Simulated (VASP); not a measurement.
Set up this calculation in VASP 6.6.1, as the native input.

| Property | Result |
| --- | --- |
| Task | relaxation of cell and atoms |
| Functional | PBE |
| Potentials or basis | VASP PAW PBE potentials, release 64 (Al, V_sv, F) |
| Cutoff | 600 eV |
| k mesh | 4 × 4 × 4 |
| Occupations | gaussian, width 0.1 eV |
| Spin | collinear spin, ferromagnetic start |
| Starting moments | [0.0, 0.0, 0.0, 2.0, 0.0] μB |
| Dipole correction | no |
| Further INCAR settings | ALGO = Normal; EDIFF = 1e-07; IBRION = 2; EDIFFG = -0.04; NSW = 90; ISIF = 3 |

The structure of Al3VF lies in POSCAR:

```
Al3VF
1.0
    3.7735161600      0.0000000000      0.0000000000
    0.0000000000      3.7735161600      0.0000000000
    0.0000000000      0.0000000000      4.7804168600
Al V F
3 1 1
Direct
    0.0000000000      0.5000000000      0.5000000000
    0.5000000000      0.0000000000      0.5000000000
    0.5000000000      0.5000000000      0.1076000000
    0.5000000000      0.5000000000      0.6650000200
    0.0000000000      0.0000000000      0.0000000000
```

The cell was generated, and may not be a known phase.

One way to write it, as run:

INCAR

```
PREC = Accurate
ENCUT = 600
EDIFF = 1E-7
ISMEAR = 0
SIGMA = 0.1
LREAL = False
LASPH = True
NELM = 200
ALGO = Normal
ISIF = 3
LWAVE = False
LCHARG = False
ISPIN = 2
MAGMOM = 0 0 0 2 0
LORBIT = 11
LMAXMIX = 4
GGA = PE
IBRION = 2
NSW = 90
EDIFFG = -0.04
GGA_COMPAT = False
NELMIN = 4
```

KPOINTS

```
Automatic mesh
0
Gamma
  4 4 4
```

Potentials or basis: VASP PAW PBE potentials, release 64 (Al, V_sv, F).

The run is started by

```sh
$ cat potpaw_PBE.64/Al/POTCAR potpaw_PBE.64/V_sv/POTCAR potpaw_PBE.64/F/POTCAR > POTCAR
$ mpirun -np 1 vasp_std > vasp.out
```

It gave:

```json
{
 "Relaxed volume": "21.85 Å³/atom",
 "Relaxed cell": "a = 4.592 Å, b = 4.592 Å, c = 5.181 Å, α = 90.00°, β = 90.00°, γ = 90.00°",
 "Space group after relaxing (to 0.1 Å)": "P4mm (No. 99)",
 "Energy gained by relaxing": "1258.4 meV/atom",
 "Ionic steps": "34",
 "Pressure after relaxing": "0.0 GPa",
 "Net moment": "1.75 μB per cell",
 "Site moments": "Al -0.01, -0.04 (each value once); V +1.62; F +0.01 μB",
 "Valence electrons inside the program's atomic spheres": "Al 0.77, 0.84 (each value once); V 11.56; F 6.09"
}
```

Caveat: the k points lie up to 0.34 Å⁻¹ apart in the final cell; the volume moved by over 15 % at a fixed basis, so the end points are rough.

It took 70 min on 1 thread of Intel(R) Xeon(R) Platinum 8259CL CPU @ 2.50GHz (Skylake/Cascade Lake) (shared host), peak memory 0.26 GiB.
